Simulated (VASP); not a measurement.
# YN (Fm-3m) in VASP: single point with PBE

Aim: the single point of YN with PBE.

All numbers are computed with VASP 6.6.1; they aren't measurements. Logs are shortened: lines on timing, memory, paths and dates and some standing lists are left out, and cuts for length are marked.

### Step 1. The cell of the first run

It takes space group Fm-3m (No. 225, cubic). The conventional cell has a = 4.877 Å, b = 4.877 Å, c = 4.877 Å, α = 90.00°, β = 90.00°, γ = 90.00°. Y (site symmetry m-3m) has 6 N at 2.44 Å within 3.2 Å. Within 3.2 Å of N (site symmetry m-3m) lie 6 Y at 2.44 Å.

### Step 2. Single point, PBE

INCAR

```
SYSTEM = YN
ALGO = Normal
EDIFF = 1E-6
ENCUT = 600
GGA = PE
GGA_COMPAT = .False.
ISIF = 2
ISMEAR = -1
LASPH = .True.
LCHARG = .False.
LREAL = .False.
LWAVE = .False.
NBANDS = 15
NELM = 120
PREC = Accurate
SIGMA = 0.01
```

KPOINTS

```
k-points
0
Gamma
  2 2 2
  0 0 0
```

POSCAR

```
YN
1.0
    0.0000000000      2.4385000000      2.4385000000
    2.4385000000      0.0000000000      2.4385000000
    2.4385000000      2.4385000000      0.0000000000
Y N
1 1
Direct
    0.0000000000      0.0000000000      0.0000000000
    0.5000000000      0.5000000000      0.5000000000
```

Potentials or basis: VASP PAW PBE potentials, release 64 (Y_sv, N).

Run with:

```
cat potpaw_PBE.64/Y_sv/POTCAR potpaw_PBE.64/N/POTCAR > POTCAR
mpirun -np 1 vasp_std > vasp.out
```

OUTCAR:

```text
SYSTEM = YN
   EDIFF = 1E-6
   ENCUT = 600
   GGA = PE
   ISIF = 2
   ISMEAR = -1
   LASPH = .True.
   LREAL = .False.
   NELM = 120
   PREC = Accurate

 ion  position               nearest neighbor table
   1  0.000  0.000  0.000-   2 2.44   2 2.44   2 2.44   2 2.44   2 2.44   2 2.44
   2  0.500  0.500  0.500-   1 2.44   1 2.44   1 2.44   1 2.44   1 2.44   1 2.44

  LATTYP: Found a face centered cubic cell.
 ALAT       =     4.8770000000

  Lattice vectors:

 A1 = (   0.0000000000,   2.4385000000,   2.4385000000)
 A2 = (   2.4385000000,   0.0000000000,   2.4385000000)
 A3 = (   2.4385000000,   2.4385000000,   0.0000000000)

Analysis of symmetry for initial positions (statically):
=====================================================================
 Subroutine PRICEL returns:
 Original cell was already a primitive cell.

 Routine SETGRP: Setting up the symmetry group for a
 face centered cubic supercell.

 Subroutine GETGRP returns: Found 48 space group operations
 (whereof 48 operations were pure point group operations)
 out of a pool of 48 trial point group operations.

The static configuration has the point symmetry O_h .

Analysis of symmetry for dynamics (positions and initial velocities):
=====================================================================
 Subroutine PRICEL returns:
 Original cell was already a primitive cell.

 Routine SETGRP: Setting up the symmetry group for a
 face centered cubic supercell.

 Subroutine GETGRP returns: Found 48 space group operations
 (whereof 48 operations were pure point group operations)
 out of a pool of 48 trial point group operations.

The dynamic configuration has the point symmetry O_h .

 Subroutine INISYM returns: Found 48 space group operations
 (whereof 48 operations are pure point group operations),
 and found     1 'primitive' translations

----------------------------------------------------------------------------------------

                                     Primitive cell

  volume of cell :      29.0000

  direct lattice vectors                    reciprocal lattice vectors
     0.000000000  2.438500000  2.438500000    -0.205044084  0.205044084  0.205044084
     2.438500000  0.000000000  2.438500000     0.205044084 -0.205044084  0.205044084
     2.438500000  2.438500000  0.000000000     0.205044084  0.205044084 -0.205044084

  length of vectors
     3.448559772  3.448559772  3.448559772     0.355146772  0.355146772  0.355146772

  position of ions in fractional coordinates (direct lattice)
[... 66 lines left out ...]
   TEBEG  =    0.0;   TEEND  =   0.0 temperature during run
   PSTRESS=    0.0 pullay stress
   NELECT =      16.0000    total number of electrons
   NUPDOWN=      -1.0000    fix difference up-down
   EMIN   =  10.00;   EMAX   =-10.00  energy-range for DOS
   EFERMI =   0.00;   METHOD = LEGACY
   ISMEAR =    -1;   SIGMA  =   0.01  broadening in eV -4-tet -1-fermi 0-gaus
   EFERMI_NEDOS =   21; number of points for ismear=-14 and -15
   IALGO  =     38    algorithm
   IMIX   =      4    mixing-type and parameters
     AMIX     =   0.40;   BMIX     =  1.00
     AMIX_MAG =   1.60;   BMIX_MAG =  1.00
  volume/ion in A,a.u.               =      14.50        97.85
  Fermi-wavevector in a.u.,A,eV,Ry     =   1.342710  2.537353 24.529520  1.802869
  Thomas-Fermi vector in A             =   2.470842
   LORBIT       =      0    0 simple, 1 ext, 2 COOP (PROOUT), +10 PAW based schemes
   GGA     = PE    functional components
   LHFCALC =     F    Hartree Fock is set to
   AEXX    =    0.0000 exact exchange contribution
   IVDW    =     0    specifies the selected vdW correction
   LEPSILON=     F    determine dielectric tensor
   LRPA    =     F    only Hartree local field effects (RPA)
 non-spin polarized calculation
  energy-cutoff  :      600.00
  volume of cell :       29.00
 maximum number of plane-waves:       982
 NGX is ok and might be reduce to    28
   NGX = 13   NGY = 13   NGZ = 13

 number of electron      16.0000002 magnetization

 Free energy of the ion-electron system (eV)
  ---------------------------------------------------
  ext. energy  EPLUGINS =         0.00000000
  ---------------------------------------------------
  free energy    TOTEN  =       -17.15466344 eV

  energy without entropy =      -17.14447899  energy(sigma->0) =      -17.14957122

 E-fermi :   4.3616     XC(G=0): -11.2776

 val. band max:        4.3582251063   @ k =   0.0000   0.0000   0.0000
 cond. band min:       4.3650102264   @ k =   0.5000   0.5000   0.0000
 fundamental gap:      0.0067851202
 Fermi energy:         4.3616174234

 k-point     1 :       0.0000    0.0000    0.0000
  band No.  band energies     occupation
      1     -36.6550      2.00000
      2     -16.2866      2.00000
      3     -16.2866      2.00000
      4     -16.2866      2.00000
      5      -8.5920      2.00000
      6       4.3582      1.16804
      7       4.3582      1.16804
      8       4.3582      1.16801
      9       7.3348      0.00000
     10       7.3348      0.00000
     11       7.3348      0.00000
     12       8.4796      0.00000
     13       9.3384      0.00000
     14       9.3384      0.00000
[... 23 lines left out ...]
      2     -17.1480      2.00000
      3     -16.6173      2.00000
      4     -16.6173      2.00000
      5      -8.1485      2.00000
      6       2.8204      2.00000
      7       3.9604      2.00000
      8       3.9604      2.00000
      9       4.3650      0.83197
     10      11.0808      0.00000
     11      11.5238      0.00000
     12      12.1289      0.00000
     13      12.1289      0.00000
     14      14.6187      0.00000
     15      15.6061      0.00000

------------------------ aborting loop because EDIFF is reached ----------------------------------------

  FORCE on cell =-STRESS in cart. coord.  units (eV):
  Direction    XX          YY          ZZ          XY          YZ          ZX
  --------------------------------------------------------------------------------------
  -------------------------------------------------------------------------------------
  Total        0.9592829      0.9592829      0.9592829      0.0000000     -0.0000000     -0.0000000
  in kB       52.9979441     52.9979441     52.9979441      0.0000000     -0.0000000     -0.0000000
  external PRESSURE =      52.9979441 kB  Pullay stress =       0.0000000 kB

 VOLUME and BASIS-vectors are now :
 -----------------------------------------------------------------------------
  energy-cutoff  :      600.00
  volume of cell :       29.00
      direct lattice vectors                 reciprocal lattice vectors
     0.000000000  2.438500000  2.438500000    -0.205044084  0.205044084  0.205044084
     2.438500000  0.000000000  2.438500000     0.205044084 -0.205044084  0.205044084
     2.438500000  2.438500000  0.000000000     0.205044084  0.205044084 -0.205044084

 POSITION                                       TOTAL-FORCE (eV/Angst)
 -----------------------------------------------------------------------------------
      0.00000      0.00000      0.00000        -0.000000      0.000000      0.000000
      2.43850      2.43850      2.43850         0.000000     -0.000000     -0.000000
 -----------------------------------------------------------------------------------
    total drift:                                0.000000      0.000000      0.000000

  FREE ENERGIE OF THE ION-ELECTRON SYSTEM (eV)
  ---------------------------------------------------
  free  energy   TOTEN  =       -17.1546634355 eV

  energy  without entropy=      -17.1444789948  energy(sigma->0) =      -17.14957122
```

OSZICAR:

```text
N       E                     dE             d eps       ncg     rms          rms(c)
DAV:   1     0.605475711640E+02    0.60548E+02   -0.91378E+03    90   0.120E+03
DAV:   2    -0.178526557493E+02   -0.78400E+02   -0.70164E+02   118   0.255E+02
DAV:   3    -0.215233053350E+02   -0.36706E+01   -0.36470E+01   104   0.488E+01
[... 49 lines left out ...]
DAV:  53    -0.171546826506E+02    0.67285E-04   -0.19932E-05   105   0.343E-02    0.132E-01
DAV:  54    -0.171546802727E+02    0.23779E-05   -0.75187E-06   105   0.205E-02    0.135E-01
DAV:  55    -0.171546712844E+02    0.89883E-05   -0.49679E-06   105   0.168E-02    0.828E-02
DAV:  56    -0.171546630222E+02    0.82622E-05   -0.76100E-07    68   0.766E-03    0.385E-03
DAV:  57    -0.171546634355E+02   -0.41339E-06   -0.54813E-08    45   0.185E-03
   1 F= -.17154663E+02 E0= -.17149571E+02  d E =-.101844E-01
```

Wall time 58 s (1 thread of AMD EPYC 7R13, shared host); peak memory 0.14 GiB.

What came out:

| Item | Value |
| --- | --- |
| Free energy | -17.1547 eV |
| Pressure | 5.3 GPa |
| Band gap on the k mesh | 0.01 eV, indirect (least direct gap 0.40 eV) |

Levels at points of the mesh, in eV from the valence-band top:
```tsv
k point	band 6	band 7	band 8	band 9	band 10	band 11
(0.00, 0.00, 0.00)	0.00	0.00	0.00	2.98	2.98	2.98
(0.50, 0.00, 0.00)	-4.18	-2.32	-2.32	5.63	6.24	6.24
(0.50, 0.50, 0.00)	-1.54	-0.40	-0.40	0.01	6.72	7.17
```

Caveat: the k points lie up to 1.12 Å⁻¹ apart.
